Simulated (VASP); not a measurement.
**ScGa3: electric field gradients with LDA**

The system is ScGa3.

```
Sc Ga
1.0
     4.09500    0.00000    0.00000
     0.00000    4.09500    0.00000
     0.00000    0.00000    4.09500
Sc Ga
1 3
Cartesian
  0.0000 0.0000 0.0000
  0.0000 2.0475 2.0475
  2.0475 0.0000 2.0475
  2.0475 2.0475 0.0000
```

| Item | Value |
| --- | --- |
| Program | VASP 6.6.1 |
| Task | electric field gradients |
| Functional | LDA |
| Potentials or basis | VASP PAW LDA potentials, release 64 (Sc_sv, Ga_d) |
| Cutoff | 520 eV |
| k mesh | 9 × 9 × 9 |
| Occupations | fermi-dirac, width 0.05 eV |
| Spin | no spin polarisation |
| Dipole correction | no |
| Further INCAR settings | ALGO = Normal; EDIFF = 1e-08; NBANDS = 33 |

- Pressure: -5.3 GPa
- Band gap on the k mesh: zero (bands 25 and 26 overlap by 3.15 eV)
- Largest electric field gradient by atom: Sc -0.0; Ga +62.9 V/Å²

Levels at points of the mesh, in eV from the Fermi level:
| k point | band 21 | band 22 | band 23 | band 24 | band 25 | band 26 | band 27 | band 28 | band 29 | band 30 |
| --- | --- | --- | --- | --- | --- | --- | --- | --- | --- | --- |
| (0.00, 0.00, 0.00) | -3.21 | -3.21 | -1.91 | -1.91 | -1.91 | 1.70 | 1.70 | 1.70 | 3.11 | 3.40 |

Electric field gradients, principal values (V/Å²):
| atom | least | middle | greatest (by size) |
| --- | --- | --- | --- |
| 1 Sc | 0.000 | 0.000 | 0.000 |
| 2 Ga | -31.449 | -31.449 | 62.899 |
| 3 Ga | -31.449 | -31.449 | 62.899 |
| 4 Ga | -31.449 | -31.449 | 62.899 |

Run time: 100 s on 1 thread of AMD EPYC 7R13, with other jobs on the host, peak memory 0.16 GiB.

Caveat: the cell stands under tension; without QUAD_EFG the Cq values of the log hold for a quadrupole moment of 1 mb, not for the nuclei.
